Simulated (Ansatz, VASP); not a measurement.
# SiO2 in VASP and in Ansatz

```
CELL_PARAMETERS angstrom
4.97559 0.00000 0.00000
0.00000 4.97559 0.00000
0.00000 0.00000 6.90089
ATOMIC_POSITIONS crystal
Si 0.19675 0.19675 0.00000
Si 0.30325 0.69675 0.75000
Si 0.69675 0.30325 0.25000
Si 0.80325 0.80325 0.50000
O 0.61039 0.73824 0.68204
O 0.38961 0.26176 0.18204
O 0.73824 0.61039 0.31796
O 0.23824 0.88961 0.93204
O 0.26176 0.38961 0.81796
O 0.11039 0.76176 0.56796
O 0.88961 0.23824 0.06796
O 0.76176 0.11039 0.43204
```

Alike in both runs: task electric field gradients; functional r2SCAN; k mesh 5 × 5 × 4; occupations fermi-dirac, width 0.02 eV; no spin polarisation.

|  | VASP | Ansatz |
| --- | --- | --- |
| version | VASP 6.6.1 | Ansatz 0.2.0 |
| potentials or method | VASP PAW PBE potentials, release 64 (Si, O) | plane-wave PAW, scalar-relativistic |
| plane-wave cutoff (eV) | 520 | 500 |
| valence electrons in the cell | 64 | 64 |

```tsv
	VASP	Ansatz	Ansatz less VASP
gap on the k mesh at the Fermi level (eV)	6.35	6.35	0.000
pressure (GPa)	0.3	-0.2	-0.46
rms of the force components (eV/Å)	0.010	0.015	+0.0057
size of Vzz on the site where it differs most (V/Å²)	86.3	94.6	+8.37
```

VASP's potentials were made for PBE, not for r2SCAN. Atom by atom the forces differ by 0.013 eV/Å (rms over components).
